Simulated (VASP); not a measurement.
Runs of VASP 6.6.1 on ZrH4. The structure is that of space group Pmmm (No. 47), or close to it. The cells are those of the table. 

```csv
task,spin,cell,k mesh,cutoff (eV),gap on the mesh (eV),pressure (GPa),largest force (eV/Å)
relaxation of cell and atoms,off,"relaxed from a = 3.099, b = 3.347, c = 5.367 Å, 5 atoms",6 × 6 × 4,600,none,0.3,0.04
single point,off,"a = 3.033, b = 2.839, c = 5.709 Å, 5 atoms",6 × 6 × 4,520,none,-0.1,0.01
single point,"collinear, ferromagnetic start","a = 2.839, b = 3.033, c = 5.709 Å, 5 atoms",6 × 6 × 4,520,none,-0.1,0.01
single point,off,"a = 3.099, b = 3.347, c = 5.367 Å, 5 atoms",6 × 6 × 4,520,none,(a),0.96
single point,off,"a = 2.764, b = 3.088, c = 6.018 Å, 5 atoms",14 × 12 × 8,520,none,-0.1,-
```

Alike in all rows: level PBE; potentials or basis VASP PAW PBE potentials, release 64 (Zr_sv, H); smearing gaussian 0.1 eV.

**Question.** Fill in the values left out.

**Answer.** (a) -16.1.

Caveats: some runs use coarse meshes.

A k mesh can miss the band edges, and the runs leave out spin-orbit coupling on Zr.

A gap of «none» marks levels without a gap at the run's occupations.
